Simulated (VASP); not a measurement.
# NiO (F-43m) in VASP: further runs

NiO is run at these levels: PBE; tasks: single point.

Program: VASP 6.6.1. These are calculated values, not measurements. Logs are shortened: lines on timing, memory, paths and dates and some standing lists are left out, and cuts for length are marked.

## Step 1: The cell of the first run

Symmetry: F-43m, No. 216, cubic system. Conventional cell: a = 4.040 Å, b = 4.040 Å, c = 4.040 Å, α = 90.00°, β = 90.00°, γ = 90.00°. Within 2.3 Å of Ni (site symmetry -43m) lie 4 O at 1.75 Å. Within 2.3 Å of O (site symmetry -43m) lie 4 Ni at 1.75 Å.

## Step 2: Single point, PBE, collinear spin, ferromagnetic start (volume scaled by 0.94)

File INCAR:

```
ALGO     = Normal         # electronic algorithm
EDIFF    = 1E-6           # SCF threshold, eV
ENCUT    = 520            # plane-wave cutoff, eV
GGA      = PE             # functional
ISIF     = 2              # what is computed and relaxed
ISMEAR   = -1             # smearing method
ISPIN    = 2              # spin polarisation
LASPH    = True           # aspherical terms in the spheres
LCHARG   = True           # write CHGCAR
LELF     = True           # ELF
LMAXMIX  = 4              # l up to which the mixer works
LORBIT   = 11             # projections on sites
LREAL    = False          # projectors in reciprocal space
LVHAR    = True         
LWAVE    = False          # write WAVECAR
MAGMOM   = 1 0            # initial moments
NBANDS   = 19             # bands
NELM     = 150            # most SCF steps
PREC     = Accurate       # precision mode
SIGMA    = 0.05           # smearing width, eV
```

File KPOINTS:

```
k-points
0
Gamma
  11 11 11
```

File POSCAR:

```
NiO
1.0
    0.0000000000      2.0200739478      2.0200739478
    2.0200739478      0.0000000000      2.0200739478
    2.0200739478      2.0200739478      0.0000000000
Ni O
1 1
Direct
    0.0000000000      0.0000000000      0.0000000000
    0.7500000000      0.7500000000      0.7500000000
```

Potentials or basis: VASP PAW PBE potentials, release 64 (Ni, O).

Launch:

```bash
$ cat potpaw_PBE.64/Ni/POTCAR potpaw_PBE.64/O/POTCAR > POTCAR
$ mpirun -np 1 vasp_std > vasp.out
```

OUTCAR:

```text
EDIFF = 1E-6
   ENCUT = 520
   GGA = PE
   ISIF = 2
   ISMEAR = -1
   ISPIN = 2
   LASPH = True
   LORBIT = 11
   LREAL = False
   NELM = 150
   PREC = Accurate

 ion  position               nearest neighbor table
   1  0.000  0.000  0.000-   2 1.75   2 1.75   2 1.75   2 1.75
   2  0.750  0.750  0.750-   1 1.75   1 1.75   1 1.75   1 1.75

  LATTYP: Found a face centered cubic cell.
 ALAT       =     4.0401478956

  Lattice vectors:

 A1 = (   0.0000000000,   2.0200739478,   2.0200739478)
 A2 = (   2.0200739478,   0.0000000000,   2.0200739478)
 A3 = (   2.0200739478,   2.0200739478,   0.0000000000)

Analysis of symmetry for initial positions (statically):
=====================================================================
 Subroutine PRICEL returns:
 Original cell was already a primitive cell.

 Routine SETGRP: Setting up the symmetry group for a
 face centered cubic supercell.

 Subroutine GETGRP returns: Found 24 space group operations
 (whereof 24 operations were pure point group operations)
 out of a pool of 48 trial point group operations.

The static configuration has the point symmetry T_d .

Analysis of symmetry for dynamics (positions and initial velocities):
=====================================================================
 Subroutine PRICEL returns:
 Original cell was already a primitive cell.

 Routine SETGRP: Setting up the symmetry group for a
 face centered cubic supercell.

 Subroutine GETGRP returns: Found 24 space group operations
 (whereof 24 operations were pure point group operations)
 out of a pool of 48 trial point group operations.

The dynamic configuration has the point symmetry T_d .

Analysis of structural, dynamic, and magnetic symmetry:
=====================================================================
 Subroutine PRICEL returns:
 Original cell was already a primitive cell.

 Routine SETGRP: Setting up the symmetry group for a
 face centered cubic supercell.

 Subroutine GETGRP returns: Found 24 space group operations
 (whereof 24 operations were pure point group operations)
 out of a pool of 48 trial point group operations.

The overall configuration has the point symmetry T_d .

 Subroutine INISYM returns: Found 24 space group operations
 (whereof 24 operations are pure point group operations),
 and found     1 'primitive' translations

----------------------------------------------------------------------------------------

                                     Primitive cell

  volume of cell :      16.4866

  direct lattice vectors                    reciprocal lattice vectors
     0.000000000  2.020073948  2.020073948    -0.247515691  0.247515691  0.247515691
     2.020073948  0.000000000  2.020073948     0.247515691 -0.247515691  0.247515691
     2.020073948  2.020073948  0.000000000     0.247515691  0.247515691 -0.247515691

  length of vectors
     2.856815974  2.856815974  2.856815974     0.428709753  0.428709753  0.428709753

  position of ions in fractional coordinates (direct lattice)
     0.000000000  0.000000000  0.000000000
     0.750000000  0.750000000  0.750000000

  ion indices of the primitive-cell ions
   primitive index   ion index
                 1           1
                 2           2

----------------------------------------------------------------------------------------

 KPOINTS: k-points

Automatic generation of k-mesh.
 Grid dimensions read from file:
 generate k-points for:   11   11   11

 Generating k-lattice:

  Cartesian coordinates                     Fractional coordinates (reciprocal lattice)
    -0.022501426  0.022501426  0.022501426     0.090909091  0.000000000  0.000000000
     0.022501426 -0.022501426  0.022501426     0.000000000  0.090909091  0.000000000
     0.022501426  0.022501426 -0.022501426     0.000000000  0.000000000  0.090909091

  Length of vectors
     0.038973614  0.038973614  0.038973614

  Shift w.r.t. Gamma in fractional coordinates (k-lattice)
     0.000000000  0.000000000  0.000000000

 Subroutine IBZKPT returns following result:
 ===========================================

 Found     56 irreducible k-points:

 Following reciprocal coordinates:
            Coordinates               Weight
  0.000000  0.000000  0.000000      1.000000
  0.090909  0.000000  0.000000      8.000000
  0.181818  0.000000  0.000000      8.000000
  0.272727  0.000000  0.000000      8.000000
  0.363636  0.000000  0.000000      8.000000
  0.454545  0.000000  0.000000      8.000000
[... 16 lines left out ...]
 -0.272727  0.181818  0.000000     24.000000
 -0.181818  0.181818  0.000000     12.000000
 [... further k-points ...]
   k-points           NKPTS =     56   k-points in BZ     NKDIM =     56   number of bands    NBANDS=     19
   number of dos      NEDOS =    301   number of ions     NIONS =      2
   total plane-waves  NPLWV =  13824
   dimension x,y,z NGX =    24 NGY =   24 NGZ =   24
   dimension x,y,z NGXF=    48 NGYF=   48 NGZF=   48
   ions per type =               1   1
   NGX,Y,Z   is equivalent  to a cutoff of  13.97, 13.97, 13.97 a.u.
   NGXF,Y,Z  is equivalent  to a cutoff of  27.93, 27.93, 27.93 a.u.
 SYSTEM =  unknown system
   PREC   = accura    normal or accurate (medium, high low for compatibility)
   ISTART =      0    job   : 0-new  1-cont  2-samecut
   ICHARG =      2    charge: 1-file 2-atom 10-const
   ISPIN  =      2    spin polarized calculation?
   LNONCOLLINEAR =      F non collinear calculations
   LSORBIT =      F    spin-orbit coupling
   LASPH  =      T    aspherical Exc in radial PAW
   ENCUT  =  520.0 eV  38.22 Ry    6.18 a.u.   5.31  5.31  5.31*2*pi/ulx,y,z
   NELM   =    150;   NELMIN=  2; NELMDL= -5     # of ELM steps
   EDIFF  = 0.1E-05   stopping-criterion for ELM
   LREAL  =      F    real-space projection
   EDIFFG = 0.1E-04   stopping-criterion for IOM
   NSW    =      0    number of steps for IOM
   IBRION =     -1    ionic relax: 0-MD 1-quasi-New 2-CG
   NFREE  =      0    steps in history (QN), initial steepest desc. (CG)
   ISIF   =      2    stress and relaxation
   ISYM   =      2    0-nonsym 1-usesym 2-fastsym
   POTIM  = 0.5000    time-step for ionic-motion
   TEBEG  =    0.0;   TEEND  =   0.0 temperature during run
   PSTRESS=    0.0 pullay stress
   NELECT =      16.0000    total number of electrons
   NUPDOWN=      -1.0000    fix difference up-down
   EMIN   =  10.00;   EMAX   =-10.00  energy-range for DOS
   EFERMI =   0.00;   METHOD = LEGACY
   ISMEAR =    -1;   SIGMA  =   0.05  broadening in eV -4-tet -1-fermi 0-gaus
   EFERMI_NEDOS =   21; number of points for ismear=-14 and -15
   IALGO  =     38    algorithm
   IMIX   =      4    mixing-type and parameters
     AMIX     =   0.40;   BMIX     =  1.00
     AMIX_MAG =   1.60;   BMIX_MAG =  1.00
  volume/ion in A,a.u.               =       8.24        55.63
  Fermi-wavevector in a.u.,A,eV,Ry     =   1.620830  3.062925 35.743743  2.627091
  Thomas-Fermi vector in A             =   2.714705
   LORBIT       =     11    0 simple, 1 ext, 2 COOP (PROOUT), +10 PAW based schemes
   GGA     = PE    functional components
   LHFCALC =     F    Hartree Fock is set to
   AEXX    =    0.0000 exact exchange contribution
   IVDW    =     0    specifies the selected vdW correction
   LEPSILON=     F    determine dielectric tensor
   LRPA    =     F    only Hartree local field effects (RPA)
 spin polarized calculation
  energy-cutoff  :      520.00
  volume of cell :       16.49
 maximum number of plane-waves:       459
 NGX is ok and might be reduce to    24
   NGX = 11   NGY = 11   NGZ = 11

 number of electron      16.0000005 magnetization       0.6698690

 Free energy of the ion-electron system (eV)
  ---------------------------------------------------
  ext. energy  EPLUGINS =         0.00000000
  ---------------------------------------------------
  free energy    TOTEN  =       -10.35879692 eV

  energy without entropy =      -10.34043638  energy(sigma->0) =      -10.34961665

 E-fermi :  10.0668     XC(G=0): -13.0536

 val. band max:       10.0649995435   @ k =  -0.2727   0.4545   0.1818
 cond. band min:      10.0782252089   @ k =   0.4545   0.0000   0.0000
 fundamental gap:      0.0132256654
 Fermi energy:        10.0667501870

 spin component 1

 k-point     1 :       0.0000    0.0000    0.0000
  band No.  band energies     occupation
      1     -12.7950      1.00000
      2       1.8551      1.00000
      3       1.8551      1.00000
      4       1.8551      1.00000
      5       7.2856      1.00000
      6       7.2856      1.00000
[... 11 lines left out ...]
     18      36.6835      0.00000
     19      36.6835      0.00000

 k-point     2 :       0.0909    0.0000    0.0000
  band No.  band energies     occupation
      1     -12.7057      1.00000
      2       1.6822      1.00000
      3       1.8979      1.00000
      4       1.8979      1.00000
      5       7.2596      1.00000
      6       7.2596      1.00000
[... 11 lines left out ...]
     18      38.0249      0.00000
     19      38.0249      0.00000

 k-point     3 :       0.1818    0.0000    0.0000
  band No.  band energies     occupation
      1     -12.4627      1.00000
      2       1.2854      1.00000
      3       2.0081      1.00000
      4       2.0081      1.00000
      5       7.2182      1.00000
      6       7.2182      1.00000
[... 434 lines left out ...]
      1     -11.7405      1.00000
      2       0.8756      1.00000
      3       1.9842      1.00000
      4       2.3550      1.00000
      5       7.0357      1.00000
      6       7.5037      1.00000
[... 11 lines left out ...]
     18      41.4443      0.00000
     19      43.2596      0.00000

 k-point    24 :      -0.1818    0.1818    0.0000
  band No.  band energies     occupation
      1     -12.0258      1.00000
      2       0.9328      1.00000
      3       2.0349      1.00000
      4       2.2188      1.00000
      5       6.9900      1.00000
      6       7.4463      1.00000
[... 11 lines left out ...]
     18      43.1571      0.00000
     19      43.2209      0.00000

 [... further k-points ...]

 spin component 2

 k-point     1 :       0.0000    0.0000    0.0000
  band No.  band energies     occupation
      1     -12.5934      1.00000
      2       2.1900      1.00000
      3       2.1900      1.00000
      4       2.1900      1.00000
      5       7.7063      1.00000
      6       7.7063      1.00000
[... 11 lines left out ...]
     18      36.8099      0.00000
     19      36.8099      0.00000

 k-point     2 :       0.0909    0.0000    0.0000
  band No.  band energies     occupation
      1     -12.5026      1.00000
      2       2.0008      1.00000
      3       2.2312      1.00000
      4       2.2312      1.00000
      5       7.6813      1.00000
      6       7.6813      1.00000
[... 11 lines left out ...]
     18      38.1494      0.00000
     19      38.1494      0.00000

 k-point     3 :       0.1818    0.0000    0.0000
  band No.  band energies     occupation
      1     -12.2551      1.00000
      2       1.5661      1.00000
      3       2.3366      1.00000
      4       2.3366      1.00000
      5       7.6440      1.00000
      6       7.6440      1.00000
[... 434 lines left out ...]
      1     -11.5177      1.00000
      2       1.0832      1.00000
      3       2.2653      1.00000
      4       2.6658      1.00000
      5       7.4875      1.00000
      6       7.9700      1.00000
[... 11 lines left out ...]
     18      41.5508      0.00000
     19      43.4008      0.00000

 k-point    24 :      -0.1818    0.1818    0.0000
  band No.  band energies     occupation
      1     -11.8094      1.00000
      2       1.1702      1.00000
      3       2.3341      1.00000
      4       2.5391      1.00000
      5       7.4283      1.00000
      6       7.8851      1.00000
[... 11 lines left out ...]
     18      43.2793      0.00000
     19      43.3600      0.00000

 [... further k-points ...]

------------------------ aborting loop because EDIFF is reached ----------------------------------------

  FORCE on cell =-STRESS in cart. coord.  units (eV):
  Direction    XX          YY          ZZ          XY          YZ          ZX
  --------------------------------------------------------------------------------------
  -------------------------------------------------------------------------------------
  Total        8.9911091      8.9911091      8.9911091      0.0000000      0.0000000      0.0000000
  in kB      873.7597830    873.7597830    873.7597830      0.0000000      0.0000000      0.0000000
  external PRESSURE =     873.7597830 kB  Pullay stress =       0.0000000 kB

 VOLUME and BASIS-vectors are now :
 -----------------------------------------------------------------------------
  energy-cutoff  :      520.00
  volume of cell :       16.49
      direct lattice vectors                 reciprocal lattice vectors
     0.000000000  2.020073948  2.020073948    -0.247515691  0.247515691  0.247515691
     2.020073948  0.000000000  2.020073948     0.247515691 -0.247515691  0.247515691
     2.020073948  2.020073948  0.000000000     0.247515691  0.247515691 -0.247515691

 POSITION                                       TOTAL-FORCE (eV/Angst)
 -----------------------------------------------------------------------------------
      0.00000      0.00000      0.00000         0.000000      0.000000      0.000000
      3.03011      3.03011      3.03011        -0.000000     -0.000000     -0.000000
 -----------------------------------------------------------------------------------
    total drift:                                0.000000      0.000000      0.000000

  FREE ENERGIE OF THE ION-ELECTRON SYSTEM (eV)
  ---------------------------------------------------
  free  energy   TOTEN  =       -10.3587969207 eV

  energy  without entropy=      -10.3404363765  energy(sigma->0) =      -10.34961665

 total charge

# of ion       s       p       d       tot
------------------------------------------
    1        0.527   0.870   8.573   9.971
    2        1.571   3.567   0.000   5.138
--------------------------------------------------
tot          2.099   4.437   8.573  15.109

 magnetization (x)

# of ion       s       p       d       tot
------------------------------------------
    1        0.000   0.029   0.501   0.531
    2        0.006   0.118   0.000   0.124
--------------------------------------------------
tot          0.006   0.147   0.501   0.655
```

Wall time 19 s (1 thread of Intel Xeon 6975P-C (Granite Rapids), shared host); peak memory 0.17 GiB.

What came out:

| Property | Result |
| --- | --- |
| Free energy | -10.3588 eV |
| Pressure | 87.4 GPa |
| Net moment | 0.67 μB per cell |
| Site moments | Ni +0.53; O +0.12 μB |
| Valence electrons inside the program's atomic spheres | Ni 9.97; O 5.14 |

Caveat: a cell with one magnetic atom can't hold antiferromagnetic order, which such compounds often take; semilocal functionals often make such compounds metallic where correlation or magnetic order opens a gap, which also shifts bond lengths.

## Step 3: Single point, PBE, collinear spin, ferromagnetic start (volume scaled by 0.96)

INCAR is that of step 2.

KPOINTS is that of step 2.

File POSCAR:

```
NiO
1.0
    0.0000000000      2.0343002894      2.0343002894
    2.0343002894      0.0000000000      2.0343002894
    2.0343002894      2.0343002894      0.0000000000
Ni O
1 1
Direct
    0.0000000000      0.0000000000      0.0000000000
    0.7500000000      0.7500000000      0.7500000000
```

Potentials or basis: VASP PAW PBE potentials, release 64 (Ni, O).

Launch:

```bash
$ cat potpaw_PBE.64/Ni/POTCAR potpaw_PBE.64/O/POTCAR > POTCAR
$ mpirun -np 1 vasp_std > vasp.out
```

Wall time 15 s (1 thread of Intel Xeon 6975P-C (Granite Rapids), shared host); peak memory 0.16 GiB.

The run converged. Its results:

```
Free energy                                           : -10.5397 eV
Pressure                                              : 77.7 GPa
Net moment                                            : 0.83 μB per cell
Site moments                                          : Ni +0.66; O +0.15 μB
Valence electrons inside the program's atomic spheres : Ni 9.89; O 5.12
```

Levels at points of the mesh, in eV from the Fermi level:
Spin up:
| k point | band 7 | band 8 | band 9 | band 10 | band 11 | band 12 |
| --- | --- | --- | --- | --- | --- | --- |
| (0.00, 0.00, 0.00) | 0.93 | 1.17 | 1.17 | 1.17 | 16.41 | 16.41 |
Spin down:
```
           k point  band 5  band 6  band 7  band 8  band 9  band 10
(0.00, 0.00, 0.00)   -2.24   -2.24    1.06    1.88    1.88     1.88
```

Caveat: a cell with one magnetic atom can't hold antiferromagnetic order, which such compounds often take; semilocal functionals often make such compounds metallic where correlation or magnetic order opens a gap, which also shifts bond lengths.

(Part 1 of 2 ends here.)
